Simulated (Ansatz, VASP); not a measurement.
RbBr in VASP and in Ansatz

```xyz
4
Lattice="4.7711 0.0000 0.0000 -2.3855 4.1319 0.0000 0.0000 0.0000 8.4102" Properties=species:S:1:pos:R:3 pbc="T T T"
Rb    0.0000    0.0000    0.0000
Rb    0.0000    0.0000    4.2051
Br    0.0000    2.7546    2.1025
Br    2.3855    1.3773    6.3076
```

Alike in both runs: task single point; functional LDA; k mesh 6 × 6 × 2; no spin polarisation.

|  | VASP | Ansatz |
| --- | --- | --- |
| version | VASP 6.6.1 | Ansatz 0.2.0 |
| potentials or method | VASP PAW LDA potentials, release 64 (Rb_sv, Br) | plane waves, PAW |
| plane-wave cutoff (eV) | 520 | 420 |
| occupations | gaussian, width 0.01 eV | fixed |
| valence electrons in the cell | 32 | 32 |

```tsv
	VASP	Ansatz	Ansatz less VASP
gap on the k mesh at the Fermi level (eV)	3.84	3.83	-0.010
```

LDA's correlation is that of Perdew and Zunger in VASP and of Perdew and Wang (1992) in Ansatz.
